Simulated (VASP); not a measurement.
# Be4OsPt2 (P6/mmm) in VASP: single point with PBE

Aim: the single point of Be4OsPt2 with PBE.

All numbers are computed with VASP 6.6.1; they aren't measurements. Logs are shortened: lines on timing, memory, paths and dates and some standing lists are left out, and cuts for length are marked.

### Step 1. The cell of the first run

Symmetry: P6/mmm, No. 191, hexagonal system. Conventional cell: a = 3.455 Å, b = 3.455 Å, c = 8.596 Å, α = 90.00°, β = 90.00°, γ = 120.00°. Within 2.6 Å of Be (site symmetry -6m2) lie 3 Be at 1.99 Å and 6 Pt at 2.18 Å. Be (site symmetry 6mm) has 1 Os at 1.45 Å and 1 Pt at 1.97 Å within 2.0 Å. Within 1.9 Å of Os (site symmetry 6/mmm) lie 2 Be at 1.45 Å. Within 2.4 Å of Pt (site symmetry 6mm) lie 1 Pt at 1.77 Å and 7 Be at 1.97 to 2.18 Å.

The cell was generated, and may not be a known phase.

### Step 2. Single point, PBE

Contents of INCAR:

```
SYSTEM = Be4OsPt2
PREC = Accurate ; ENCUT = 570
EDIFF = 1E-6 ; ISMEAR = 0
SIGMA = 0.1 ; LREAL = .False.
LASPH = .True. ; NELM = 120
ALGO = Normal ; ISIF = 2
LWAVE = .False. ; LCHARG = .False.
GGA = PE ; NBANDS = 39
GGA_COMPAT = .False.
```

Contents of KPOINTS:

```
Automatic mesh
0
Gamma
  6 6 2
  0 0 0
```

Contents of POSCAR:

```
Be4OsPt2
1.0
    3.4553535100      0.0000000000      0.0000000000
   -1.7276767600      2.9924239200      0.0000000000
    0.0000000000      0.0000000000      8.5958847100
Be Os Pt
4 1 2
Direct
    0.3333333300      0.6666666700      0.0000000000
    0.6666666700      0.3333333300      0.0000000000
    0.0000000000      0.0000000000      0.6682300700
    0.0000000000      0.0000000000      0.3317699300
    0.0000000000      0.0000000000      0.5000000000
    0.0000000000      0.0000000000      0.8970843700
    0.0000000000      0.0000000000      0.1029156300
```

Potentials or basis: VASP PAW PBE potentials, release 64 (Be, Os_sv_GW, Pt_sv_GW).

Command:

```console
$ cat potpaw_PBE.64/Be/POTCAR potpaw_PBE.64/Os_sv_GW/POTCAR potpaw_PBE.64/Pt_sv_GW/POTCAR > POTCAR
$ mpirun -np 1 vasp_std > vasp.out
```

OUTCAR:

```text
SYSTEM = Be4OsPt2
   PREC = Accurate
   ENCUT = 570
   EDIFF = 1E-6
   ISMEAR = 0
   LREAL = .False.
   LASPH = .True.
   NELM = 120
   ISIF = 2
   GGA = PE

 ion  position               nearest neighbor table
   1  0.333  0.667  0.000-   2 1.99   2 1.99   2 1.99   7 2.18   6 2.18   7 2.18   6 2.18   7 2.18
                             6 2.18
   2  0.667  0.333  0.000-   1 1.99   1 1.99   1 1.99   7 2.18   6 2.18   6 2.18   7 2.18   6 2.18
                             7 2.18
   3  0.000  0.000  0.668-   5 1.45   6 1.97
   4  0.000  0.000  0.332-   5 1.45   7 1.97
   5  0.000  0.000  0.500-   3 1.45   4 1.45
   6  0.000  0.000  0.897-   7 1.77   3 1.97   1 2.18   2 2.18   2 2.18   1 2.18   2 2.18   1 2.18

   7  0.000  0.000  0.103-   6 1.77   4 1.97   1 2.18   2 2.18   2 2.18   1 2.18   2 2.18   1 2.18

  LATTYP: Found a hexagonal cell.
 ALAT       =     3.4553535100
 C/A-ratio  =     2.4877005161

  Lattice vectors:

 A1 = (   3.4553535100,   0.0000000000,   0.0000000000)
 A2 = (  -1.7276767600,   2.9924239200,   0.0000000000)
 A3 = (   0.0000000000,   0.0000000000,   8.5958847100)

Analysis of symmetry for initial positions (statically):
=====================================================================
 Subroutine PRICEL returns:
 Original cell was already a primitive cell.

 Routine SETGRP: Setting up the symmetry group for a
 hexagonal supercell.

 Subroutine GETGRP returns: Found 24 space group operations
 (whereof 24 operations were pure point group operations)
 out of a pool of 24 trial point group operations.

The static configuration has the point symmetry D_6h.

Analysis of symmetry for dynamics (positions and initial velocities):
=====================================================================
 Subroutine PRICEL returns:
 Original cell was already a primitive cell.

 Routine SETGRP: Setting up the symmetry group for a
 hexagonal supercell.

 Subroutine GETGRP returns: Found 24 space group operations
 (whereof 24 operations were pure point group operations)
 out of a pool of 24 trial point group operations.

The dynamic configuration has the point symmetry D_6h.

 Subroutine INISYM returns: Found 24 space group operations
 (whereof 24 operations are pure point group operations),
 and found     1 'primitive' translations

----------------------------------------------------------------------------------------

                                     Primitive cell

  volume of cell :      88.8804

  direct lattice vectors                    reciprocal lattice vectors
     3.455353510  0.000000000  0.000000000     0.289405989  0.167088626  0.000000000
    -1.727676760  2.992423920  0.000000000     0.000000000  0.334177251  0.000000000
     0.000000000  0.000000000  8.595884710     0.000000000  0.000000000  0.116334739

  length of vectors
     3.455353510  3.455353514  8.595884710     0.334177252  0.334177251  0.116334739

  position of ions in fractional coordinates (direct lattice)
     0.333333330  0.666666670  0.000000000
     0.666666670  0.333333330  0.000000000
     0.000000000  0.000000000  0.668230070
     0.000000000  0.000000000  0.331769930
     0.000000000  0.000000000  0.500000000
     0.000000000  0.000000000  0.897084370
     0.000000000  0.000000000  0.102915630

  ion indices of the primitive-cell ions
   primitive index   ion index
                 1           1
                 2           2
                 3           3
                 4           4
                 5           5
                 6           6
                 7           7

----------------------------------------------------------------------------------------

 KPOINTS: Automatic mesh

Automatic generation of k-mesh.
 Grid dimensions read from file:
 generate k-points for:    6    6    2

 Generating k-lattice:

  Cartesian coordinates                     Fractional coordinates (reciprocal lattice)
     0.048234332  0.027848104  0.000000000     0.166666667  0.000000000  0.000000000
     0.000000000  0.055696209  0.000000000     0.000000000  0.166666667  0.000000000
     0.000000000  0.000000000  0.058167369     0.000000000  0.000000000  0.500000000

  Length of vectors
     0.055696209  0.055696209  0.058167369

  Shift w.r.t. Gamma in fractional coordinates (k-lattice)
     0.000000000  0.000000000  0.000000000

 Subroutine IBZKPT returns following result:
 ===========================================

 Found     14 irreducible k-points:

 Following reciprocal coordinates:
            Coordinates               Weight
  0.000000  0.000000  0.000000      1.000000
  0.166667  0.000000  0.000000      6.000000
  0.333333  0.000000  0.000000      6.000000
  0.500000 -0.000000  0.000000      3.000000
  0.166667  0.166667  0.000000      6.000000
  0.333333  0.166667  0.000000     12.000000
  0.333333  0.333333  0.000000      2.000000
  0.000000  0.000000  0.500000      1.000000
  0.166667  0.000000  0.500000      6.000000
  0.333333  0.000000  0.500000      6.000000
  0.500000 -0.000000  0.500000      3.000000
  0.166667  0.166667  0.500000      6.000000
  0.333333  0.166667  0.500000     12.000000
  0.333333  0.333333  0.500000      2.000000
   k-points           NKPTS =     14   k-points in BZ     NKDIM =     14   number of bands    NBANDS=     39
   number of dos      NEDOS =    301   number of ions     NIONS =      7
   total plane-waves  NPLWV =  54880
   dimension x,y,z NGX =    28 NGY =   28 NGZ =   70
   dimension x,y,z NGXF=    56 NGYF=   56 NGZF=  140
   ions per type =               4   1   2
   NGX,Y,Z   is equivalent  to a cutoff of  13.47, 13.47, 13.54 a.u.
   NGXF,Y,Z  is equivalent  to a cutoff of  26.94, 26.94, 27.08 a.u.
 SYSTEM =  Be4OsPt2
   PREC   = accura    normal or accurate (medium, high low for compatibility)
   ISTART =      0    job   : 0-new  1-cont  2-samecut
   ICHARG =      2    charge: 1-file 2-atom 10-const
   ISPIN  =      1    spin polarized calculation?
   LNONCOLLINEAR =      F non collinear calculations
   LSORBIT =      F    spin-orbit coupling
   LASPH  =      T    aspherical Exc in radial PAW
   ENCUT  =  570.0 eV  41.89 Ry    6.47 a.u.   6.73  6.73 16.73*2*pi/ulx,y,z
   NELM   =    120;   NELMIN=  2; NELMDL= -5     # of ELM steps
   EDIFF  = 0.1E-05   stopping-criterion for ELM
   LREAL  =      F    real-space projection
   EDIFFG = 0.1E-04   stopping-criterion for IOM
   NSW    =      0    number of steps for IOM
   IBRION =     -1    ionic relax: 0-MD 1-quasi-New 2-CG
   NFREE  =      0    steps in history (QN), initial steepest desc. (CG)
   ISIF   =      2    stress and relaxation
   ISYM   =      2    0-nonsym 1-usesym 2-fastsym
   POTIM  = 0.5000    time-step for ionic-motion
   TEBEG  =    0.0;   TEEND  =   0.0 temperature during run
   PSTRESS=    0.0 pullay stress
   NELECT =      60.0000    total number of electrons
   NUPDOWN=      -1.0000    fix difference up-down
   EMIN   =  10.00;   EMAX   =-10.00  energy-range for DOS
   EFERMI =   0.00;   METHOD = LEGACY
   ISMEAR =     0;   SIGMA  =   0.10  broadening in eV -4-tet -1-fermi 0-gaus
   EFERMI_NEDOS =   21; number of points for ismear=-14 and -15
   IALGO  =     38    algorithm
   IMIX   =      4    mixing-type and parameters
     AMIX     =   0.40;   BMIX     =  1.00
     AMIX_MAG =   1.60;   BMIX_MAG =  1.00
  volume/ion in A,a.u.               =      12.70        85.68
  Fermi-wavevector in a.u.,A,eV,Ry     =   1.436117  2.713868 28.061095  2.062432
  Thomas-Fermi vector in A             =   2.555341
   LORBIT       =      0    0 simple, 1 ext, 2 COOP (PROOUT), +10 PAW based schemes
   GGA     = PE    functional components
   LHFCALC =     F    Hartree Fock is set to
   AEXX    =    0.0000 exact exchange contribution
   IVDW    =     0    specifies the selected vdW correction
   LEPSILON=     F    determine dielectric tensor
   LRPA    =     F    only Hartree local field effects (RPA)
 non-spin polarized calculation
 Gauss-broadening in eV      SIGMA  =   0.10
  energy-cutoff  :      570.00
  volume of cell :       88.88
 maximum number of plane-waves:      2762
 NGX is ok and might be reduce to    28
   NGX = 13   NGY = 13   NGZ = 33

 number of electron      59.9999999 magnetization

 Free energy of the ion-electron system (eV)
  ---------------------------------------------------
  ext. energy  EPLUGINS =         0.00000000
  ---------------------------------------------------
  free energy    TOTEN  =        -4.19940555 eV

  energy without entropy =       -4.17801289  energy(sigma->0) =       -4.18870922

 E-fermi :   6.6875     XC(G=0): -11.2607

 val. band max:        6.6797476413   @ k =   0.0000   0.0000   0.0000
 cond. band min:       6.7142951999   @ k =   0.3333   0.0000   0.5000
 fundamental gap:      0.0345475586
 Fermi energy:         6.6874760552

 k-point     1 :       0.0000    0.0000    0.0000
  band No.  band energies     occupation
      1     -93.7356      2.00000
      2     -92.5073      2.00000
      3     -78.1957      2.00000
      4     -51.5276      2.00000
      5     -47.6135      2.00000
      6     -47.6135      2.00000
[... 31 lines left out ...]
     38      15.0114      0.00000
     39      15.3513      0.00000

 k-point     2 :       0.1667    0.0000    0.0000
  band No.  band energies     occupation
      1     -93.7355      2.00000
      2     -92.5070      2.00000
      3     -78.1952      2.00000
      4     -51.5270      2.00000
      5     -47.6211      2.00000
      6     -47.6161      2.00000
[... 31 lines left out ...]
     38      15.3547      0.00000
     39      15.8399      0.00000

 k-point     3 :       0.3333    0.0000    0.0000
  band No.  band energies     occupation
      1     -93.7353      2.00000
      2     -92.5069      2.00000
      3     -78.1945      2.00000
      4     -51.5263      2.00000
      5     -47.6364      2.00000
      6     -47.6211      2.00000
[... 31 lines left out ...]
     38      15.8798      0.00000
     39      15.9150      0.00000

 k-point     4 :       0.5000   -0.0000    0.0000
  band No.  band energies     occupation
      1     -93.7349      2.00000
      2     -92.5070      2.00000
      3     -78.1940      2.00000
      4     -51.5259      2.00000
      5     -47.6438      2.00000
      6     -47.6235      2.00000
[... 31 lines left out ...]
     38      14.1557      0.00000
     39      14.4751      0.00000
[... 334 lines left out ...]
     38      14.6783      0.00000
     39      14.9130      0.00000

 k-point    13 :       0.3333    0.1667    0.5000
  band No.  band energies     occupation
      1     -93.7348      2.00000
      2     -92.5068      2.00000
      3     -78.1939      2.00000
      4     -51.5259      2.00000
      5     -47.6402      2.00000
      6     -47.6269      2.00000
[... 31 lines left out ...]
     38      13.6849      0.00000
     39      14.6911      0.00000

 k-point    14 :       0.3333    0.3333    0.5000
  band No.  band energies     occupation
      1     -93.7346      2.00000
      2     -92.5068      2.00000
      3     -78.1938      2.00000
      4     -51.5258      2.00000
      5     -47.6360      2.00000
      6     -47.6360      2.00000
[... 31 lines left out ...]
     38      13.6413      0.00000
     39      13.6413      0.00000

------------------------ aborting loop because EDIFF is reached ----------------------------------------

  FORCE on cell =-STRESS in cart. coord.  units (eV):
  Direction    XX          YY          ZZ          XY          YZ          ZX
  --------------------------------------------------------------------------------------
  -------------------------------------------------------------------------------------
  Total       12.2544587     12.2544587    218.2223655     -0.0000000     -0.0000000      0.0000000
  in kB      220.9014308    220.9014310   3933.7219230     -0.0000004     -0.0000000      0.0000000
  external PRESSURE =    1458.5082616 kB  Pullay stress =       0.0000000 kB

 VOLUME and BASIS-vectors are now :
 -----------------------------------------------------------------------------
  energy-cutoff  :      570.00
  volume of cell :       88.88
      direct lattice vectors                 reciprocal lattice vectors
     3.455353510  0.000000000  0.000000000     0.289405989  0.167088626  0.000000000
    -1.727676760  2.992423920  0.000000000     0.000000000  0.334177251  0.000000000
     0.000000000  0.000000000  8.595884710     0.000000000  0.000000000  0.116334739

 POSITION                                       TOTAL-FORCE (eV/Angst)
 -----------------------------------------------------------------------------------
     -0.00000      1.99495      0.00000         0.000000      0.000000      0.000000
      1.72768      0.99747      0.00000        -0.000000     -0.000000     -0.000000
      0.00000      0.00000      5.74403        -0.000000     -0.000000     25.273320
      0.00000      0.00000      2.85186        -0.000000      0.000000    -25.273320
      0.00000      0.00000      4.29794        -0.000000     -0.000000      0.000000
      0.00000      0.00000      7.71123        -0.000000      0.000000    -66.997483
      0.00000      0.00000      0.88465        -0.000000      0.000000     66.997483
 -----------------------------------------------------------------------------------
    total drift:                               -0.000000     -0.000000      0.000000

  FREE ENERGIE OF THE ION-ELECTRON SYSTEM (eV)
  ---------------------------------------------------
  free  energy   TOTEN  =        -4.1994055505 eV

  energy  without entropy=       -4.1780128883  energy(sigma->0) =       -4.18870922
```

Run time: 3.3 min. Hardware: 1 thread of Intel Xeon Platinum 8259CL at 2.50GHz (Skylake/Cascade Lake), shared host; peak memory 0.26 GiB.

What came out:

```
Free energy            : -4.1994 eV
Pressure               : 145.9 GPa
Largest force          : 66.997 eV/Å
Band gap on the k mesh : zero (bands 30 and 31 overlap by 0.38 eV)
```

Forces in eV/Å, atoms in the order of the input:
```
Be    0.000   0.000   0.000
Be    0.000   0.000   0.000
Be    0.000   0.000  25.273
Be    0.000   0.000 -25.273
Os    0.000   0.000   0.000
Pt    0.000   0.000 -66.997
Pt    0.000   0.000  66.997
```

Stress tensor (GPa, compression positive):
```
 22.09   0.00   0.00
  0.00  22.09   0.00
  0.00   0.00 393.37
```

Caveat: the k points lie up to 0.37 Å⁻¹ apart; atoms lie so close that the PAW spheres overlap strongly, which falsifies energies and pressures; spin-orbit coupling is left out, which moves the levels of the heavy elements; forces of over 1 eV/Å act on the atoms, so gaps and moduli don't describe the material at rest.

The gap in the log of VASP goes by the Fermi energy; the results here count the filled bands.